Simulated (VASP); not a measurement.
# ZrInS3 (P4mm) in VASP: notebook, part 2 of 2

VASP 6.6.1.

### Step 4. Relaxation of cell and atoms, PBE

Contents of INCAR:

```
ALGO     = Normal         # electronic algorithm
EDIFF    = 1E-6           # SCF threshold, eV
EDIFFG   = -0.04          # ionic threshold
ENCUT    = 600            # plane-wave cutoff, eV
GGA      = PE             # functional
IBRION   = 2              # ionic algorithm
ISIF     = 3              # what is computed and relaxed
ISMEAR   = 0              # smearing method
LASPH    = T              # aspherical terms in the spheres
LCHARG   = F              # write CHGCAR
LREAL    = F              # projectors in reciprocal space
LWAVE    = F              # write WAVECAR
NELM     = 100            # most SCF steps
NSW      = 90             # ionic steps
PREC     = Accurate       # precision mode
SIGMA    = 0.1            # smearing width, eV
```

Contents of KPOINTS:

```
k-points
0
Gamma
  4 4 4
```

Contents of POSCAR:

```
ZrInS3
1.0
    4.3986809100      0.0000000000      0.0000000000
    0.0000000000      4.3986809100      0.0000000000
    0.0000000000      0.0000000000      5.5658917000
Zr In S
1 1 3
Direct
    0.0000000000      0.0000000000      0.0000000000
    0.5000000000      0.5000000000      0.6620000000
    0.5000000000      0.5000000000      0.1059000000
    0.0000000000      0.5000000000      0.5000000000
    0.5000000000      0.0000000000      0.5000000000
```

Launch:

```bash
$ cat potpaw_PBE.64/Zr_sv/POTCAR potpaw_PBE.64/In_d/POTCAR potpaw_PBE.64/S/POTCAR > POTCAR
$ mpirun -np 1 vasp_std > vasp.out
```

Wall time 33 min (1 thread of Intel Xeon Platinum 8259CL at 2.50GHz (Skylake/Cascade Lake), shared host); peak memory 0.29 GiB.

It converged, with:

```
Free energy                            : -26.5522 eV
Relaxed volume                         : 25.14 Å³/atom
Relaxed cell                           : a = 4.393 Å, b = 4.393 Å, c = 6.512 Å, α = 90.00°, β = 90.00°, γ = 90.00°
Space group after relaxing (to 0.05 Å) : P4mm (No. 99)
Energy gained by relaxing              : 926.9 meV/atom
Ionic steps                            : 44
Pressure after relaxing                : 0.0 GPa
Largest force after relaxing           : 0.010 eV/Å
```

Forces in eV/Å, atoms in the order of the input:
```
Zr   0.000  0.000 -0.010
In   0.000  0.000  0.001
S    0.000  0.000  0.003
S    0.000  0.000  0.003
S    0.000  0.000  0.003
```

Step by step:
```csv
step,energy change (eV),largest force (eV/Å),pressure (GPa),volume (Å³)
1,0.0000,1.5214,4.75,107.69
3,-0.3051,0.8778,-0.75,115.04
5,-0.6450,1.8120,1.14,112.24
7,-0.8084,2.6001,5.66,108.09
9,-0.8546,2.5000,5.80,108.06
11,-0.9918,2.4548,6.83,107.87
13,-0.9916,2.3862,7.36,107.79
15,-1.2662,2.4256,5.42,109.83
17,-1.9804,2.9087,-0.35,119.31
19,-2.6910,2.4623,-3.41,133.03
21,-3.2241,1.9777,-0.46,133.53
23,-3.6944,1.2103,-1.81,130.26
25,-3.6987,1.1198,-1.73,129.97
27,-3.7172,0.7218,-1.64,129.46
29,-3.9520,1.6140,2.95,122.01
31,-4.3415,1.1159,3.40,120.47
33,-4.5268,0.8428,3.72,117.64
35,-4.6133,0.6073,-0.24,123.73
37,-4.6214,0.4193,0.00,123.75
39,-4.6312,0.1752,0.10,124.84
41,-4.6326,0.1057,-0.26,125.83
43,-4.6341,0.0634,0.07,125.55
44,-4.6344,0.0097,-0.03,125.68
```

Final structure:
```
Zr In S
1.0
     4.39313    0.00000    0.00000
     0.00000    4.39313    0.00000
     0.00000    0.00000    6.51223
Zr In S
1 1 3
Direct
  0.00000 0.00000 0.22645
  0.50000 0.50000 0.64825
  0.50000 0.50000 0.02568
  0.00000 0.50000 0.43376
  0.50000 0.00000 0.43376
```

Levels at points of the mesh, in eV from the Fermi level:
```csv
k point,band 19,band 20,band 21,band 22,band 23,band 24
"(0.00, 0.00, 0.00)",-2.52,-1.32,-1.32,-0.87,0.21,0.49
"(0.50, 0.00, 0.00)",-3.05,-2.27,-2.00,0.29,0.32,1.08
"(0.50, 0.50, 0.00)",-3.41,-2.31,-0.26,0.35,0.87,1.48
"(0.00, 0.00, 0.50)",-2.57,-1.72,-1.72,0.06,0.21,1.44
"(0.50, 0.00, 0.50)",-2.94,-2.50,-2.32,0.26,0.58,1.37
"(0.50, 0.50, 0.50)",-2.67,-2.31,-0.96,-0.26,0.49,1.44
```

Caveat: the volume moved by over 15 % at a fixed basis, so the end points are rough; spin-orbit coupling is left out, which moves the levels of the heavy elements.

### Step 5. Single point, PBE, collinear spin, ferromagnetic start

This run uses another cell than the first one, of 25.09 Å³/atom, 1.165 times its volume.

Contents of INCAR:

```
SYSTEM = ZrInS3
PREC     = Accurate       ! precision mode
ENCUT    = 520            ! plane-wave cutoff, eV
EDIFF    = 1E-6           ! SCF threshold, eV
ISMEAR   = 0              ! smearing method
SIGMA    = 0.1            ! smearing width, eV
LREAL    = .FALSE.        ! projectors in reciprocal space
LASPH    = .TRUE.         ! aspherical terms in the spheres
NELM     = 150            ! most SCF steps
ALGO     = Normal         ! electronic algorithm
ISIF     = 2              ! what is computed and relaxed
LWAVE    = .FALSE.        ! write WAVECAR
LCHARG   = .FALSE.        ! write CHGCAR
ISPIN    = 2              ! spin polarisation
MAGMOM   = 1 0 0 0 0      ! initial moments
LORBIT   = 11             ! projections on sites
LMAXMIX  = 4              ! l up to which the mixer works
GGA      = PE             ! functional
NBANDS   = 34             ! bands
```

Contents of KPOINTS:

```
Automatic mesh
0
G
  4 4 4
  0 0 0
```

Contents of POSCAR:

```
ZrInS3
1.0
    4.3954679454      0.0000000000      0.0000000000
    0.0000000000      4.3954679454      0.0000000000
    0.0000000000      0.0000000000      6.4933073071
Zr In S
1 1 3
Direct
    0.0000000000      0.0000000000      0.2257750376
    0.5000000000      0.5000000000      0.6481210718
    0.5000000000      0.5000000000      0.0263928733
    0.0000000000      0.5000000000      0.4338055087
    0.5000000000      0.0000000000      0.4338055087
```

Launch:

```bash
$ cat potpaw_PBE.64/Zr_sv/POTCAR potpaw_PBE.64/In_d/POTCAR potpaw_PBE.64/S/POTCAR > POTCAR
$ mpirun -np 1 vasp_std > vasp.out
```

Wall time 4.3 min (1 thread of Intel Xeon Platinum 8259CL at 2.50GHz (Skylake/Cascade Lake), shared host); peak memory 0.35 GiB.

Results (log left out):

| Property | Result |
| --- | --- |
| Free energy | -26.5568 eV |
| Pressure | 0.0 GPa |
| Largest force | 0.012 eV/Å |
| Net moment | 0.00 μB per cell |
| Valence electrons inside the program's atomic spheres | Zr 9.62; In 11.39; S 3.65, 3.76 |

Forces on the atoms (eV/Å):
```
Zr   0.000  0.000  0.011
In   0.000  0.000  0.001
S    0.000  0.000 -0.012
S    0.000  0.000  0.000
S    0.000  0.000  0.000
```

Stress tensor (GPa, compression positive):
```
-0.08  0.00  0.00
 0.00 -0.08  0.00
 0.00  0.00  0.12
```

Levels at points of the mesh, in eV from the Fermi level:
Spin up:
```
           k point  band 17  band 18  band 19  band 20  band 21  band 22  band 23  band 24  band 25  band 26
(0.00, 0.00, 0.00)    -2.79    -2.79    -2.52    -1.34    -1.34    -0.87     0.20     0.48     2.25     2.55
(0.50, 0.00, 0.00)    -4.22    -4.12    -3.06    -2.27    -2.01     0.28     0.31     1.07     2.11     2.13
(0.50, 0.50, 0.00)    -3.99    -3.43    -3.43    -2.31    -0.28     0.34     0.87     1.48     1.48     2.17
(0.00, 0.00, 0.50)    -3.51    -2.60    -2.60    -1.73    -1.73     0.06     0.20     1.43     2.52     2.56
(0.50, 0.00, 0.50)    -4.07    -3.75    -2.94    -2.53    -2.31     0.25     0.57     1.36     1.58     1.81
(0.50, 0.50, 0.50)    -3.29    -2.67    -2.67    -2.31    -0.95    -0.28     0.48     1.42     1.50     1.50
```
Spin down:
| k point | band 18 | band 19 | band 20 | band 21 | band 22 | band 23 | band 24 | band 25 |
| --- | --- | --- | --- | --- | --- | --- | --- | --- |
| (0.00, 0.00, 0.00) | -2.79 | -2.52 | -1.34 | -1.34 | -0.87 | 0.20 | 0.48 | 2.26 |
| (0.50, 0.00, 0.00) | -4.12 | -3.06 | -2.27 | -2.01 | 0.28 | 0.31 | 1.07 | 2.11 |
| (0.50, 0.50, 0.00) | -3.43 | -3.43 | -2.31 | -0.28 | 0.34 | 0.87 | 1.48 | 1.48 |
| (0.00, 0.00, 0.50) | -2.60 | -2.60 | -1.73 | -1.73 | 0.06 | 0.20 | 1.43 | 2.52 |
| (0.50, 0.00, 0.50) | -3.75 | -2.94 | -2.53 | -2.31 | 0.25 | 0.57 | 1.36 | 1.58 |
| (0.50, 0.50, 0.50) | -2.67 | -2.67 | -2.31 | -0.95 | -0.28 | 0.49 | 1.42 | 1.50 |

Caveat: spin-orbit coupling is left out, which moves the levels of the heavy elements.

### Step 6. Summary

```tsv
task	spin	cell	cutoff (eV)	gap on the mesh (eV)	pressure (GPa)	largest force (eV/Å)
single point	off	a = 4.399, b = 4.399, c = 5.566 Å, 5 atoms	520	none	4.7	1.52
single point	off	a = 4.395, b = 4.395, c = 6.493 Å, 5 atoms	520	none	0.0	0.01
relaxation of cell and atoms	off	relaxed from a = 4.399, b = 4.399, c = 5.566 Å, 5 atoms	600	none	0.0	0.01
single point	collinear, ferromagnetic start	a = 4.395, b = 4.395, c = 6.493 Å, 5 atoms	520	none	0.0	0.01
```

Alike in all rows: level PBE; potentials or basis VASP PAW PBE potentials, release 64 (Zr_sv, In_d, S); k mesh 4 × 4 × 4; smearing gaussian 0.1 eV.

Caveats: spin-orbit coupling is left out, which moves the levels of the heavy elements; forces of over 1 eV/Å act on the atoms, so gaps and moduli don't describe the material at rest (some runs); the volume moved by over 15 % at a fixed basis, so the end points are rough (some runs).

Absolute energies hang on the potentials; compare differences alone.
